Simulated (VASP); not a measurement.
# CoO in VASP: further runs, part 2 of 2

VASP 6.6.1. Earlier steps stand in the parts before.

### Step 4. Single point, PBE-based screened hybrid, collinear spin, ferromagnetic start

Contents of POSCAR:

```
CoO
1.0
    1.6022198417      0.9250420569      2.5664708903
   -1.6022198417      0.9250420569      2.5664708903
    0.0000000000     -1.8500841138      2.5664708903
Co O
1 1
Direct
    0.9989783200      0.9989783200      0.9989783200
    0.7510210300      0.7510210300      0.7510210300
```

Contents of INCAR.step1:

```
ALGO     = Normal         # electronic algorithm
EDIFF    = 1E-5           # SCF threshold, eV
ENCUT    = 520            # plane-wave cutoff, eV
GGA      = PE             # functional
ISIF     = 2              # what is computed and relaxed
ISMEAR   = -1             # smearing method
ISPIN    = 2              # spin polarisation
LASPH    = True           # aspherical terms in the spheres
LCHARG   = False          # write CHGCAR
LMAXMIX  = 4              # l up to which the mixer works
LORBIT   = 11             # projections on sites
LREAL    = False          # projectors in reciprocal space
LWAVE    = True           # write WAVECAR
MAGMOM   = 2 0            # initial moments
NBANDS   = 18             # bands
NELM     = 150            # most SCF steps
PREC     = Accurate       # precision mode
SIGMA    = 0.05           # smearing width, eV
```

Contents of INCAR.step2:

```
AEXX     = 0.25           # exact-exchange fraction
ALGO     = Normal         # electronic algorithm
EDIFF    = 1E-6           # SCF threshold, eV
ENCUT    = 520            # plane-wave cutoff, eV
GGA      = PE             # functional
HFSCREEN = 0.3            # screening, 1/A
ISIF     = 2              # what is computed and relaxed
ISMEAR   = -1             # smearing method
ISPIN    = 2              # spin polarisation
ISTART   = 1            
LASPH    = True           # aspherical terms in the spheres
LCHARG   = False          # write CHGCAR
LHFCALC  = True           # exact exchange
LMAXMIX  = 4              # l up to which the mixer works
LORBIT   = 11             # projections on sites
LREAL    = False          # projectors in reciprocal space
LWAVE    = False          # write WAVECAR
MAGMOM   = 2 0            # initial moments
NBANDS   = 18             # bands
NELM     = 150            # most SCF steps
PREC     = Accurate       # precision mode
PRECFOCK = Normal       
SIGMA    = 0.05           # smearing width, eV
```

Contents of KPOINTS:

```
k-points
0
Gamma
  5 5 5
```

Potentials or basis: VASP PAW PBE potentials, release 64 (Co, O).

Run with:

```bash
cat potpaw_PBE.64/Co/POTCAR potpaw_PBE.64/O/POTCAR > POTCAR
cp INCAR.step1 INCAR
mpirun -np 1 vasp_std > vasp.out
cp INCAR.step2 INCAR
mpirun -np 1 vasp_std > vasp.out
```

OUTCAR:

```text
AEXX = 0.25
   EDIFF = 1E-6
   ENCUT = 520
   GGA = PE
   HFSCREEN = 0.3
   ISIF = 2
   ISMEAR = -1
   ISPIN = 2
   ISTART = 1
   LASPH = True
   LHFCALC = True
   LORBIT = 11
   LREAL = False
   NELM = 150
   PREC = Accurate
   PRECFOCK = Normal

 ion  position               nearest neighbor table
   1  0.999  0.999  0.999-   2 1.91   2 1.96   2 1.96   2 1.96
   2  0.751  0.751  0.751-   1 1.91   1 1.96   1 1.96   1 1.96

  LATTYP: Found a trigonal (rhomboedric) cell.
 ALAT       =     3.1637926700
 COS(alpha) =     0.4870699110

  Lattice vectors:

 A1 = (   1.6022198417,   0.9250420569,   2.5664708903)
 A2 = (  -1.6022198417,   0.9250420569,   2.5664708903)
 A3 = (   0.0000000000,  -1.8500841138,   2.5664708903)

Analysis of symmetry for initial positions (statically):
=====================================================================
 Subroutine PRICEL returns:
 Original cell was already a primitive cell.

 Routine SETGRP: Setting up the symmetry group for a
 trigonal (rhombohedral) supercell.

[... 976 lines left out ...]
      5       4.1817      1.00000
      6       4.3203      1.00000
[... 10 lines left out ...]
     17      33.3569      0.00000
     18      34.2845      0.00000

------------------------ aborting loop because EDIFF is reached ----------------------------------------

  FORCE on cell =-STRESS in cart. coord.  units (eV):
  Direction    XX          YY          ZZ          XY          YZ          ZX
  --------------------------------------------------------------------------------------
  -------------------------------------------------------------------------------------
  Total        0.9836173      0.9836173      2.0626386      0.0000000      0.0000000      0.0000000
  in kB       69.0503018     69.0503018    144.7979976      0.0000000      0.0000000      0.0000000
  external PRESSURE =      94.2995338 kB  Pullay stress =       0.0000000 kB

 VOLUME and BASIS-vectors are now :
 -----------------------------------------------------------------------------
  energy-cutoff  :      520.00
  volume of cell :       22.82
      direct lattice vectors                 reciprocal lattice vectors
     1.602219842  0.925042057  2.566470890     0.312067038  0.180171988  0.129880037
    -1.602219842  0.925042057  2.566470890    -0.312067038  0.180171988  0.129880037
     0.000000000 -1.850084114  2.566470890     0.000000000 -0.360343977  0.129880037

 POSITION                                       TOTAL-FORCE (eV/Angst)
 -----------------------------------------------------------------------------------
      0.00000      0.00000      7.69155         0.000000      0.000000      0.427063
      0.00000      0.00000      5.78242         0.000000     -0.000000     -0.427063
 -----------------------------------------------------------------------------------
    total drift:                                0.000006     -0.000003      0.000443

  FREE ENERGIE OF THE ION-ELECTRON SYSTEM (eV)
  ---------------------------------------------------
  free  energy   TOTEN  =       -18.6376354479 eV

  energy  without entropy=      -18.6376354431  energy(sigma->0) =      -18.63763545

 total charge

# of ion       s       p       d       tot
------------------------------------------
    1        0.360   0.476   7.142   7.978
    2        1.549   3.536   0.000   5.085
--------------------------------------------------
tot          1.909   4.012   7.142  13.062

 magnetization (x)

# of ion       s       p       d       tot
------------------------------------------
    1        0.011   0.050   2.608   2.669
    2        0.018   0.189   0.000   0.207
--------------------------------------------------
tot          0.029   0.239   2.608   2.875
```

OUTCAR.step1:

```text
EDIFF = 1E-5
   ENCUT = 520
   GGA = PE
   ISIF = 2
   ISMEAR = -1
   ISPIN = 2
   LASPH = True
   LORBIT = 11
   LREAL = False
[... 1039 lines left out ...]

 total charge

# of ion       s       p       d       tot
------------------------------------------
    1        0.345   0.449   7.214   8.009
    2        1.553   3.434   0.000   4.986
--------------------------------------------------
tot          1.898   3.883   7.214  12.995

 magnetization (x)

# of ion       s       p       d       tot
------------------------------------------
    1        0.016   0.047   2.221   2.284
    2        0.020   0.245   0.000   0.265
--------------------------------------------------
tot          0.036   0.293   2.221   2.550
```

OSZICAR.step1:

```text
N       E                     dE             d eps       ncg     rms          rms(c)
DAV:   1     0.797964225658E+02    0.79796E+02   -0.65096E+03  1416   0.905E+02
DAV:   2    -0.107435400534E+02   -0.90540E+02   -0.79230E+02  1456   0.220E+02
DAV:   3    -0.159903700434E+02   -0.52468E+01   -0.50483E+01  1578   0.567E+01
DAV:   4    -0.160504846529E+02   -0.60115E-01   -0.60044E-01  1636   0.579E+00
DAV:   5    -0.160519350931E+02   -0.14504E-02   -0.14502E-02  1662   0.882E-01    0.177E+01
DAV:   6    -0.158918257331E+02    0.16011E+00   -0.27028E+01  1598   0.719E+01    0.235E+01
DAV:   7    -0.134040927052E+02    0.24877E+01   -0.13534E+01  1670   0.604E+01    0.764E+00
DAV:   8    -0.134000140394E+02    0.40787E-02   -0.47925E-01  1578   0.708E+00    0.416E+00
DAV:   9    -0.133748300984E+02    0.25184E-01   -0.14832E-01  1916   0.526E+00    0.121E+00
DAV:  10    -0.133773867958E+02   -0.25567E-02   -0.41809E-02  1786   0.240E+00    0.380E-01
DAV:  11    -0.133767279049E+02    0.65889E-03   -0.86149E-03  1864   0.105E+00    0.193E-01
DAV:  12    -0.133766856559E+02    0.42249E-04   -0.65247E-04  1796   0.243E-01    0.470E-02
DAV:  13    -0.133767177712E+02   -0.32115E-04   -0.10064E-04  1646   0.933E-02    0.470E-02
DAV:  14    -0.133767305979E+02   -0.12827E-04   -0.28780E-05  1494   0.429E-02    0.138E-02
DAV:  15    -0.133767283680E+02    0.22299E-05   -0.40864E-06   810   0.249E-02
   1 F= -.13376728E+02 E0= -.13367418E+02  d E =-.186199E-01  mag=     2.6261
```

It took 24 min on 1 thread of Intel Xeon Platinum 8488C (Sapphire Rapids), shared host; peak memory 0.26 GiB.

What came out:

| Item | Value |
| --- | --- |
| Free energy | -18.6376 eV |
| Pressure | 9.4 GPa |
| Largest force | 0.427 eV/Å |
| Band gap on the k mesh | 1.49 eV, direct |
| Net moment | 3.00 μB per cell |
| Site moments | Co +2.67; O +0.21 μB |
| Valence electrons inside the program's atomic spheres | Co 7.98; O 5.08 |

Forces in eV/Å, atoms in the order of the input:
```
Co   0.000  0.000  0.427
O    0.000  0.000 -0.427
```

Caveat: the k points lie up to 0.48 Å⁻¹ apart; the PAW data sets were made with another functional, which shifts forces and pressure a little; a cell with one magnetic atom can't hold antiferromagnetic order, which such compounds often take. A k mesh can miss the band edges.

### Step 5. Single point, PBEsol+D3(BJ), collinear spin, ferromagnetic start

This run uses another cell than the first one, of 10.18 Å³/atom, 0.892 times its volume.

Contents of INCAR:

```
SYSTEM = CoO
PREC = Accurate
ENCUT = 520
EDIFF = 1E-7
ISMEAR = -1
SIGMA = 0.05
LREAL = .False.
LASPH = .True.
NELM = 150
ALGO = Normal
ISIF = 2
LWAVE = .False.
LCHARG = .False.
ISPIN = 2
MAGMOM = 2 0
LORBIT = 11
LMAXMIX = 4
GGA = PS
IVDW = 12
NBANDS = 18
```

Contents of KPOINTS:

```
regular mesh
0
Gamma
  7 7 7
  0 0 0
```

Contents of POSCAR:

```
CoO
1.0
    1.5324979409      0.8847880987      2.5024934507
   -1.5324979409      0.8847880987      2.5024934507
    0.0000000000     -1.7695761974      2.5024934507
Co O
1 1
Direct
    1.0000020322      1.0000020322      1.0000020322
    0.7499973178      0.7499973178      0.7499973178
```

Potentials or basis: VASP PAW PBE potentials, release 64 (Co, O).

Run with:

```bash
cat potpaw_PBE.64/Co/POTCAR potpaw_PBE.64/O/POTCAR > POTCAR
mpirun -np 1 vasp_std > vasp.out
```

OUTCAR:

```text
SYSTEM = CoO
   PREC = Accurate
   ENCUT = 520
   EDIFF = 1E-7
   ISMEAR = -1
   LREAL = .False.
   LASPH = .True.
   NELM = 150
   ISIF = 2
   ISPIN = 2
   LORBIT = 11
   GGA = PS
   IVDW = 12
 IVDW          = 12

 ion  position               nearest neighbor table
   1  0.000  0.000  0.000-   2 1.88   2 1.88   2 1.88   2 1.88
   2  0.750  0.750  0.750-   1 1.88   1 1.88   1 1.88   1 1.88

  LATTYP: Found a trigonal (rhomboedric) cell.
 ALAT       =     3.0649426405
 COS(alpha) =     0.4999826288

  Lattice vectors:

 A1 = (   1.5324979409,   0.8847880987,   2.5024934507)
[... 1226 lines left out ...]

 VOLUME and BASIS-vectors are now :
 -----------------------------------------------------------------------------
  energy-cutoff  :      520.00
  volume of cell :       20.36
      direct lattice vectors                 reciprocal lattice vectors
     1.532497941  0.884788099  2.502493451     0.326264712  0.188369020  0.133200482
    -1.532497941  0.884788099  2.502493451    -0.326264712  0.188369020  0.133200482
     0.000000000 -1.769576197  2.502493451     0.000000000 -0.376738039  0.133200482

 POSITION                                       TOTAL-FORCE (eV/Angst)
 -----------------------------------------------------------------------------------
      0.00000      0.00000      0.00002         0.000000      0.000000     -0.000019
      0.00000      0.00000      5.63059         0.000000     -0.000000      0.000019
 -----------------------------------------------------------------------------------
    total drift:                               -0.000000     -0.000000     -0.000001

  FREE ENERGIE OF THE ION-ELECTRON SYSTEM (eV)
  ---------------------------------------------------
  free  energy   TOTEN  =       -14.6937588112 eV

  energy  without entropy=      -14.6779129119  energy(sigma->0) =      -14.68583586

 total charge

# of ion       s       p       d       tot
------------------------------------------
    1        0.386   0.553   7.340   8.280
    2        1.551   3.446   0.000   4.997
--------------------------------------------------
tot          1.937   4.000   7.340  13.277

 magnetization (x)

# of ion       s       p       d       tot
------------------------------------------
    1        0.009   0.044   1.648   1.701
    2        0.016   0.165   0.000   0.181
--------------------------------------------------
tot          0.026   0.209   1.648   1.882
```

OSZICAR:

```text
N       E                     dE             d eps       ncg     rms          rms(c)
DAV:   1     0.786788659695E+02    0.78679E+02   -0.65927E+03  3264   0.945E+02
DAV:   2    -0.117993879771E+02   -0.90478E+02   -0.78493E+02  3354   0.223E+02
DAV:   3    -0.168092190082E+02   -0.50098E+01   -0.48082E+01  3586   0.562E+01
DAV:   4    -0.168647671356E+02   -0.55548E-01   -0.55489E-01  3832   0.561E+00
DAV:   5    -0.168661490442E+02   -0.13819E-02   -0.13817E-02  3838   0.890E-01    0.185E+01
DAV:   6    -0.165325252136E+02    0.33362E+00   -0.23285E+01  3544   0.701E+01    0.198E+01
DAV:   7    -0.143419535696E+02    0.21906E+01   -0.10742E+01  3678   0.563E+01    0.759E+00
DAV:   8    -0.142890556655E+02    0.52898E-01   -0.28520E-01  3672   0.581E+00    0.395E+00
DAV:   9    -0.142830615979E+02    0.59941E-02   -0.42125E-02  4834   0.251E+00    0.658E-01
DAV:  10    -0.142825392857E+02    0.52231E-03   -0.55455E-03  4310   0.999E-01    0.194E-01
DAV:  11    -0.142828152233E+02   -0.27594E-03   -0.93573E-04  3920   0.344E-01    0.724E-02
DAV:  12    -0.142828284636E+02   -0.13240E-04   -0.24651E-05  4030   0.532E-02    0.366E-02
DAV:  13    -0.142828363370E+02   -0.78733E-05   -0.12648E-05  3862   0.324E-02    0.136E-02
DAV:  14    -0.142828350209E+02    0.13160E-05   -0.14292E-06  3860   0.114E-02    0.728E-03
DAV:  15    -0.142828349121E+02    0.10889E-06   -0.37986E-07  3674   0.638E-03    0.219E-03
DAV:  16    -0.142828349136E+02   -0.15077E-08   -0.25137E-08  1864   0.180E-03
   1 F= -.14693759E+02 E0= -.14685836E+02  d E =-.158459E-01  mag=     1.9271
```

Run time: 16 s. Hardware: 1 thread of Intel Xeon 6975P-C (Granite Rapids), shared host; peak memory 0.17 GiB.

Results:

```yaml
Free_energy: -14.6938 eV
Pressure: -0.3 GPa
Net_moment: 1.93 μB per cell
Site_moments: Co +1.70; O +0.18 μB
Valence_electrons_inside_the_program's_atomic_spheres: Co 8.28; O 5.00
Dispersion_energy_per_atom: -0.205 eV
```

Caveat: the PAW data sets were made with another functional, which shifts forces and pressure a little; a cell with one magnetic atom can't hold antiferromagnetic order, which such compounds often take; semilocal functionals often make such compounds metallic where correlation or magnetic order opens a gap, which also shifts bond lengths; pairwise dispersion overbinds metals, which lowers pressure and volume. With open d or f shells a metallic result of PBEsol can be an artefact of self-interaction; +U or a hybrid may open a gap.

### Step 6. Summary

```tsv
level	potentials or basis	cell	k mesh	grid for exact exchange (PRECFOCK)	share of exact exchange	screening parameter	gap on the mesh (eV)	pressure (GPa)	moment (μB)	largest force (eV/Å)
LDA	VASP PAW LDA potentials, release 64 (Co, O)	a = 3.164 Å, angles 60.9°, 2 atoms	7 × 7 × 7	-	-	-	none	-17.7	2.41	0.20
PBEsol	VASP PAW PBE potentials, release 64 (Co, O)	a = 3.164 Å, angles 60.9°, 2 atoms	7 × 7 × 7	-	-	-	none	-8.3	2.77	0.23
PBE-based screened hybrid	VASP PAW PBE potentials, release 64 (Co, O)	a = 3.164 Å, angles 60.9°, 2 atoms	5 × 5 × 5	Normal	0.25	0.3 1/Å	1.49	9.4	3.00	0.43
PBEsol+D3(BJ)	VASP PAW PBE potentials, release 64 (Co, O)	a = 3.065 Å, angles 60.0°, 2 atoms	7 × 7 × 7	-	-	-	none	-0.3	1.93	-
```

Alike in all rows: task single point; spin collinear, ferromagnetic start; cutoff (eV) 520; smearing fermi-dirac 0.05 eV.

Caveats: some runs use coarse meshes; a cell with one magnetic atom can't hold antiferromagnetic order, which such compounds often take; semilocal functionals often make such compounds metallic where correlation or magnetic order opens a gap, which also shifts bond lengths (some runs); the PAW data sets were made with another functional, which shifts forces and pressure a little (some runs); pairwise dispersion overbinds metals, which lowers pressure and volume (some runs).

Total energies depend on the potentials used, so only differences within one code and one set of settings carry meaning.
